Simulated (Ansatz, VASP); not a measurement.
**Two plane-wave programs on Mg**

INCAR

```
SYSTEM = Mg
  ALGO = Fast
  EDIFF = 1E-6
  EDIFFG = -0.001
  ENCUT = 600
  GGA = CA
  IBRION = 2
  ISIF = 3
  ISMEAR = -1
  LASPH = .TRUE.
  LCHARG = .FALSE.
  LREAL = .FALSE.
  LWAVE = .FALSE.
  NELM = 100
  NSW = 80
  PREC = Accurate
  SIGMA = 0.15
```

KPOINTS

```
k-points
0
G
  21 21 12
  0 0 0
```

POSCAR

```
Mg
1.0
    3.1322370595      0.0000000000      0.0000000000
   -1.5661185298      2.7125968642      0.0000000000
    0.0000000000      0.0000000000      5.0868801371
Mg
2
Direct
    0.3333333333      0.6666666667      0.2500000000
    0.6666666667      0.3333333333      0.7500000000
```

Input for Ansatz:

```yaml
crystal:
  lattice:
    - [3.1322370595, 0.0, 0.0]
    - [-1.5661185298, 2.7125968642, 0.0]
    - [0.0, 0.0, 5.0868801371]
  atoms:
    - { symbol: Mg, position: [0.3333333333, 0.6666666667, 0.25] }
    - { symbol: Mg, position: [0.6666666667, 0.3333333333, 0.75] }
basis:
  ecutwfc: 420
kpoints:
  mp_grid: { grid: [21, 21, 12] }
hamiltonian:
  xc: lda
  pseudopotentials: { kind: paw, azcp: { folder: soft_1 } }
scf:
  occupations: { method: fermi_dirac, width: 0.15 }
output:
  forces: true
  stress: true
  eigenvalues: true
relax:
  adjacent_minimum: "off"
  f_tol: 0.001
  max_steps: 60
  cell: { stress_tol: 0.01 }
```

Alike in both runs: task relaxation of cell and atoms; functional LDA; k mesh 21 × 21 × 12; occupations fermi-dirac, width 0.15 eV; no spin polarisation.

|  | VASP | Ansatz |
| --- | --- | --- |
| version | VASP 6.6.1 | Ansatz 0.2.0 |
| potentials or method | VASP PAW LDA potentials, release 64 (Mg), cutoff 600 eV | scalar-relativistic, plane waves, PAW |
| valence electrons in the cell | 4 | 20 |

```csv
,VASP,Ansatz,Ansatz less VASP
"gap on the k mesh at the Fermi level, each at its own relaxed structure (eV)",none,none,-
relaxed volume (Å³/atom),21.48,21.66,+0.178
relaxed length of the cell vector where the two differ most in proportion (Å),5.078,5.092,+0.0146
```

Ansatz warns that its potentials were made for another functional, while VASP's fit it. LDA's correlation is that of Perdew and Zunger in VASP and of Perdew and Wang (1992) in Ansatz. A gap of «none» marks a metal or a gap that the smearing closes. VASP's potentials hold 4 valence electrons a cell and Ansatz's 20, so a difference there can come from the potentials and not from the codes.
